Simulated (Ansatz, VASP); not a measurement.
# N: VASP beside Ansatz

Contents of INCAR:

```
SYSTEM = N
ALGO = Normal
EDIFF = 1E-6
EDIFFG = -0.01
ENCUT = 600
GGA = PS
IBRION = 2
ISIF = 3
ISMEAR = 0
LASPH = .True.
LCHARG = .False.
LREAL = .False.
LWAVE = .False.
NELM = 60
NSW = 80
PREC = Accurate
SIGMA = 0.1
```

File KPOINTS:

```
k-points
0
Gamma
  22 22 22
  0 0 0
```

Contents of POSCAR:

```
N
1.0
    1.8338237692      0.0000000000      0.0000000000
    0.0000000000      1.8338237692      0.0000000000
    0.0000000000      0.0000000000      1.8338237692
N
1
Direct
    0.0000000000      0.0000000000      0.0000000000
```

Input for Ansatz:

```yaml
crystal:
  lattice:
    - [1.8338237692, 0.0, 0.0]
    - [0.0, 1.8338237692, 0.0]
    - [0.0, 0.0, 1.8338237692]
  atoms:
    - { symbol: "N", position: [0.0, 0.0, 0.0] }
basis:
  ecutwfc: 420
kpoints:
  mp_grid: { grid: [22, 22, 22] }
hamiltonian:
  xc: pbesol
scf:
  occupations: { method: gaussian, width: 0.1 }
output:
  forces: true
  stress: true
  eigenvalues: true
relax:
  adjacent_minimum: "off"
  f_tol: 0.01
  max_steps: 60
  cell: { stress_tol: 0.1 }
```

Alike in both runs: task relaxation of cell and atoms; functional PBEsol; k mesh 22 × 22 × 22; occupations gaussian, width 0.1 eV; no spin polarisation.

|  | VASP | Ansatz |
| --- | --- | --- |
| version | VASP 6.6.1 | Ansatz 0.2.0 |
| potentials or method | VASP PAW PBE potentials, release 64 (N), cutoff 600 eV | scalar-relativistic, plane waves, PAW |
| valence electrons in the cell | 5 | 5 |

VASP gave:

```
gap on the k mesh at the Fermi level, each at its own relaxed structure (eV) : none
relaxed volume (Å³/atom)                                                     : 6.09
relaxed cell length with the largest relative difference (Å)                 : 1.827
```

**Question.** Estimate Ansatz's values.

**Answer.** gap on the k mesh at the Fermi level, each at its own relaxed structure (eV): none; relaxed volume (Å³/atom): 6.12; relaxed cell length with the largest relative difference (Å): 1.829.

VASP's potentials were made for PBE, not for PBEsol. A gap of «none» marks a metal or a gap that the smearing closes.
